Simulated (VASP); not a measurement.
# Cr (P6_3/mmc) in VASP: notebook

Cr is run at these levels: PBE; tasks: single point.

Everything below comes from runs of VASP 6.6.1. Logs are shortened: lines on timing, memory, paths and dates and some standing lists are left out, and cuts for length are marked.

**1. The cell of the first run**

Symmetry: P6_3/mmc, No. 194, hexagonal system. The conventional cell has a = 2.518 Å, b = 2.518 Å, c = 4.513 Å, α = 90.00°, β = 90.00°, γ = 120.00°. Cr (site symmetry -6m2) has 12 Cr at 2.52 to 2.68 Å within 3.3 Å.

This isn't the form of Cr at room conditions, which is bcc.

**2. Single point, PBE, collinear spin, antiferromagnetic start (12.39 Å³/atom)**

Contents of INCAR:

```
SYSTEM = Cr
PREC = Accurate
ENCUT = 520
EDIFF = 1E-6
ISMEAR = -1
SIGMA = 0.05
LREAL = .FALSE.
LASPH = .TRUE.
NELM = 150
ALGO = Normal
ISIF = 2
LWAVE = .FALSE.
LCHARG = .FALSE.
ISPIN = 2
MAGMOM = 1.5 -1.5
LORBIT = 11
LMAXMIX = 4
GGA = PE
NBANDS = 23
```

Contents of KPOINTS:

```
Automatic mesh
0
G
  16 16 8
  0 0 0
```

Contents of POSCAR:

```
Cr
1.0
    2.5184515668      0.0000000000      0.0000000000
   -1.2592257834      2.1810430351      0.0000000000
    0.0000000000      0.0000000000      4.5125915171
Cr
2
Direct
    0.3333333333      0.6666666667      0.2500000000
    0.6666666667      0.3333333333      0.7500000000
```

Potentials or basis: VASP PAW PBE potentials, release 64 (Cr_pv).

Launch:

```console
$ cat potpaw_PBE.64/Cr_pv/POTCAR > POTCAR
$ mpirun -np 1 vasp_std > vasp.out
```

OUTCAR:

```text
SYSTEM = Cr
   PREC = Accurate
   ENCUT = 520
   EDIFF = 1E-6
   ISMEAR = -1
   LREAL = .FALSE.
   LASPH = .TRUE.
   NELM = 150
   ISIF = 2
   ISPIN = 2
   LORBIT = 11
   GGA = PE

 ion  position               nearest neighbor table
   1  0.333  0.667  0.250-   2 2.68   2 2.68   2 2.68   2 2.68   2 2.68   2 2.68
   2  0.667  0.333  0.750-   1 2.68   1 2.68   1 2.68   1 2.68   1 2.68   1 2.68

  LATTYP: Found a hexagonal cell.
 ALAT       =     2.5184515668
 C/A-ratio  =     1.7918119120

  Lattice vectors:

 A1 = (   2.5184515668,   0.0000000000,   0.0000000000)
 A2 = (  -1.2592257834,   2.1810430351,   0.0000000000)
 A3 = (   0.0000000000,   0.0000000000,   4.5125915171)

Analysis of symmetry for initial positions (statically):
=====================================================================
 Subroutine PRICEL returns:
 Original cell was already a primitive cell.

 Routine SETGRP: Setting up the symmetry group for a
 hexagonal supercell.

 Subroutine GETGRP returns: Found 24 space group operations
 (whereof 12 operations were pure point group operations)
 out of a pool of 24 trial point group operations.

The static configuration has the point symmetry D_3d.
 The point group associated with its full space group is D_6h.

Analysis of symmetry for dynamics (positions and initial velocities):
=====================================================================
 Subroutine PRICEL returns:
 Original cell was already a primitive cell.

 Routine SETGRP: Setting up the symmetry group for a
 hexagonal supercell.

 Subroutine GETGRP returns: Found 24 space group operations
 (whereof 12 operations were pure point group operations)
 out of a pool of 24 trial point group operations.

The dynamic configuration has the point symmetry D_3d.
 The point group associated with its full space group is D_6h.

Analysis of structural, dynamic, and magnetic symmetry:
=====================================================================
 Subroutine PRICEL returns:
 Original cell was already a primitive cell.

 Routine SETGRP: Setting up the symmetry group for a
 hexagonal supercell.

 Subroutine GETGRP returns: Found 24 space group operations
 (whereof 12 operations were pure point group operations)
 out of a pool of 24 trial point group operations.

The overall configuration has the point symmetry D_3d.
 The point group associated with its full space group is D_6h.

 Subroutine INISYM returns: Found 24 space group operations
 (whereof 12 operations are pure point group operations),
 and found     1 'primitive' translations

----------------------------------------------------------------------------------------

                                     Primitive cell

  volume of cell :      24.7870

  direct lattice vectors                    reciprocal lattice vectors
     2.518451567  0.000000000  0.000000000     0.397069379  0.229248113  0.000000000
    -1.259225783  2.181043035  0.000000000     0.000000000  0.458496226  0.000000000
     0.000000000  0.000000000  4.512591517     0.000000000  0.000000000  0.221602154

  length of vectors
     2.518451567  2.518451567  4.512591517     0.458496226  0.458496226  0.221602154

  position of ions in fractional coordinates (direct lattice)
     0.333333333  0.666666667  0.250000000
     0.666666667  0.333333333  0.750000000

  ion indices of the primitive-cell ions
   primitive index   ion index
                 1           1
                 2           2

----------------------------------------------------------------------------------------

 KPOINTS: Automatic mesh

Automatic generation of k-mesh.
 Grid dimensions read from file:
 generate k-points for:   16   16    8

 Generating k-lattice:

  Cartesian coordinates                     Fractional coordinates (reciprocal lattice)
     0.024816836  0.014328007  0.000000000     0.062500000  0.000000000  0.000000000
     0.000000000  0.028656014  0.000000000     0.000000000  0.062500000  0.000000000
     0.000000000  0.000000000  0.027700269     0.000000000  0.000000000  0.125000000

  Length of vectors
     0.028656014  0.028656014  0.027700269

  Shift w.r.t. Gamma in fractional coordinates (k-lattice)
     0.000000000  0.000000000  0.000000000

 Subroutine IBZKPT returns following result:
 ===========================================

 Found    150 irreducible k-points:

 Following reciprocal coordinates:
            Coordinates               Weight
  0.000000  0.000000  0.000000      1.000000
  0.062500  0.000000  0.000000      6.000000
  0.125000  0.000000  0.000000      6.000000
  0.187500  0.000000  0.000000      6.000000
  0.250000  0.000000  0.000000      6.000000
  0.312500  0.000000  0.000000      6.000000
[... 16 lines left out ...]
  0.187500  0.187500  0.000000      6.000000
  0.250000  0.187500  0.000000     12.000000
 [... further k-points ...]
   k-points           NKPTS =    150   k-points in BZ     NKDIM =    150   number of bands    NBANDS=     23
   number of dos      NEDOS =    301   number of ions     NIONS =      2
   total plane-waves  NPLWV =  14400
   dimension x,y,z NGX =    20 NGY =   20 NGZ =   36
   dimension x,y,z NGXF=    40 NGYF=   40 NGZF=   72
   ions per type =               2
   NGX,Y,Z   is equivalent  to a cutoff of  13.20, 13.20, 13.26 a.u.
   NGXF,Y,Z  is equivalent  to a cutoff of  26.40, 26.40, 26.53 a.u.
 SYSTEM =  Cr
   PREC   = accura    normal or accurate (medium, high low for compatibility)
   ISTART =      0    job   : 0-new  1-cont  2-samecut
   ICHARG =      2    charge: 1-file 2-atom 10-const
   ISPIN  =      2    spin polarized calculation?
   LNONCOLLINEAR =      F non collinear calculations
   LSORBIT =      F    spin-orbit coupling
   LASPH  =      T    aspherical Exc in radial PAW
   ENCUT  =  520.0 eV  38.22 Ry    6.18 a.u.   4.68  4.68  8.39*2*pi/ulx,y,z
   NELM   =    150;   NELMIN=  2; NELMDL= -5     # of ELM steps
   EDIFF  = 0.1E-05   stopping-criterion for ELM
   LREAL  =      F    real-space projection
   EDIFFG = 0.1E-04   stopping-criterion for IOM
   NSW    =      0    number of steps for IOM
   IBRION =     -1    ionic relax: 0-MD 1-quasi-New 2-CG
   NFREE  =      0    steps in history (QN), initial steepest desc. (CG)
   ISIF   =      2    stress and relaxation
   ISYM   =      2    0-nonsym 1-usesym 2-fastsym
   POTIM  = 0.5000    time-step for ionic-motion
   TEBEG  =    0.0;   TEEND  =   0.0 temperature during run
   PSTRESS=    0.0 pullay stress
   NELECT =      24.0000    total number of electrons
   NUPDOWN=      -1.0000    fix difference up-down
   EMIN   =  10.00;   EMAX   =-10.00  energy-range for DOS
   EFERMI =   0.00;   METHOD = LEGACY
   ISMEAR =    -1;   SIGMA  =   0.05  broadening in eV -4-tet -1-fermi 0-gaus
   EFERMI_NEDOS =   21; number of points for ismear=-14 and -15
   IALGO  =     38    algorithm
   IMIX   =      4    mixing-type and parameters
     AMIX     =   0.40;   BMIX     =  1.00
     AMIX_MAG =   1.60;   BMIX_MAG =  1.00
  volume/ion in A,a.u.               =      12.39        83.64
  Fermi-wavevector in a.u.,A,eV,Ry     =   1.619586  3.060573 35.688873  2.623058
  Thomas-Fermi vector in A             =   2.713663
   LORBIT       =     11    0 simple, 1 ext, 2 COOP (PROOUT), +10 PAW based schemes
   GGA     = PE    functional components
   LHFCALC =     F    Hartree Fock is set to
   AEXX    =    0.0000 exact exchange contribution
   IVDW    =     0    specifies the selected vdW correction
   LEPSILON=     F    determine dielectric tensor
   LRPA    =     F    only Hartree local field effects (RPA)
 spin polarized calculation
  energy-cutoff  :      520.00
  volume of cell :       24.79
 maximum number of plane-waves:       683
 NGX is ok and might be reduce to    20
   NGX =  9   NGY =  9   NGZ = 17

 number of electron      23.9999992 magnetization       0.0000000

 number of electron      23.9999992 magnetization      -0.0000000

 Free energy of the ion-electron system (eV)
  ---------------------------------------------------
  ext. energy  EPLUGINS =         0.00000000
  ---------------------------------------------------
  free energy    TOTEN  =       -18.20678039 eV

  energy without entropy =      -18.17754417  energy(sigma->0) =      -18.19216228

 E-fermi :   9.8459     XC(G=0): -13.2475

 val. band max:        9.8427286120   @ k =   0.2500   0.0000   0.0000
 cond. band min:       9.8472351731   @ k =   0.4375   0.0625   0.3750
 fundamental gap:      0.0045065611
 Fermi energy:         9.8458949167

 spin component 1

 k-point     1 :       0.0000    0.0000    0.0000
  band No.  band energies     occupation
      1     -33.3797      1.00000
      2     -32.8018      1.00000
      3     -32.6430      1.00000
      4     -32.6430      1.00000
      5     -32.5875      1.00000
      6     -32.5875      1.00000
[... 15 lines left out ...]
     22      29.4259      0.00000
     23      29.7411      0.00000
[... 575 lines left out ...]
      1     -33.2065      1.00000
      2     -33.1719      1.00000
      3     -33.1223      1.00000
      4     -32.8847      1.00000
      5     -32.8603      1.00000
      6     -32.8172      1.00000
[... 15 lines left out ...]
     22      21.5470      0.00000
     23      22.8350      0.00000

 [... further k-points ...]

 spin component 2

 k-point     1 :       0.0000    0.0000    0.0000
  band No.  band energies     occupation
      1     -33.3797      1.00000
      2     -32.8018      1.00000
      3     -32.6430      1.00000
      4     -32.6430      1.00000
      5     -32.5875      1.00000
      6     -32.5875      1.00000
[... 15 lines left out ...]
     22      29.4259      0.00000
     23      29.7411      0.00000
[... 575 lines left out ...]
      1     -33.2065      1.00000
      2     -33.1719      1.00000
      3     -33.1223      1.00000
      4     -32.8847      1.00000
      5     -32.8603      1.00000
      6     -32.8172      1.00000
[... 15 lines left out ...]
     22      21.5470      0.00000
     23      22.8350      0.00000

 [... further k-points ...]

------------------------ aborting loop because EDIFF is reached ----------------------------------------

  FORCE on cell =-STRESS in cart. coord.  units (eV):
  Direction    XX          YY          ZZ          XY          YZ          ZX
  --------------------------------------------------------------------------------------
  -------------------------------------------------------------------------------------
  Total       -1.4202419     -1.4202419     -1.2656500      0.0000000      0.0000000      0.0000000
  in kB      -91.8013416    -91.8013416    -81.8088595      0.0000000      0.0000000      0.0000000
  external PRESSURE =     -88.4705143 kB  Pullay stress =       0.0000000 kB

 VOLUME and BASIS-vectors are now :
 -----------------------------------------------------------------------------
  energy-cutoff  :      520.00
  volume of cell :       24.79
      direct lattice vectors                 reciprocal lattice vectors
     2.518451567  0.000000000  0.000000000     0.397069379  0.229248113  0.000000000
    -1.259225783  2.181043035  0.000000000     0.000000000  0.458496226  0.000000000
     0.000000000  0.000000000  4.512591517     0.000000000  0.000000000  0.221602154

 POSITION                                       TOTAL-FORCE (eV/Angst)
 -----------------------------------------------------------------------------------
     -0.00000      1.45403      1.12815         0.000000     -0.000000      0.000000
      1.25923      0.72701      3.38444        -0.000000      0.000000      0.000000
 -----------------------------------------------------------------------------------
    total drift:                               -0.000000      0.000000     -0.000000

  FREE ENERGIE OF THE ION-ELECTRON SYSTEM (eV)
  ---------------------------------------------------
  free  energy   TOTEN  =       -18.2067803867 eV

  energy  without entropy=      -18.1775441679  energy(sigma->0) =      -18.19216228

 total charge

# of ion       s       p       d       tot
------------------------------------------
    1        0.427   6.349   4.166  10.943
    2        0.427   6.349   4.166  10.943
--------------------------------------------------
tot          0.855  12.698   8.333  21.886

 magnetization (x)

# of ion       s       p       d       tot
------------------------------------------
    1        0.000   0.000   0.000   0.000
    2       -0.000  -0.000  -0.000  -0.000
--------------------------------------------------
tot          0.000   0.000   0.000   0.000
```

Wall time 4.8 min (1 thread of Intel Xeon 8259CL, shared host); peak memory 0.24 GiB.

What came out:

| Property | Result |
| --- | --- |
| Free energy | -18.2068 eV |
| Pressure | -8.8 GPa |
| Band gap on the k mesh | zero (filled and empty bands overlap) |
| Net moment | 0.00 μB per cell |
| Valence electrons inside the program's atomic spheres | Cr 10.94 |

Caveat: the cell stands under tension; an empty level that is flat over the whole mesh can mark a ghost state of the potentials, or a narrow d or f band.

(Continued in part 2 of 2.)
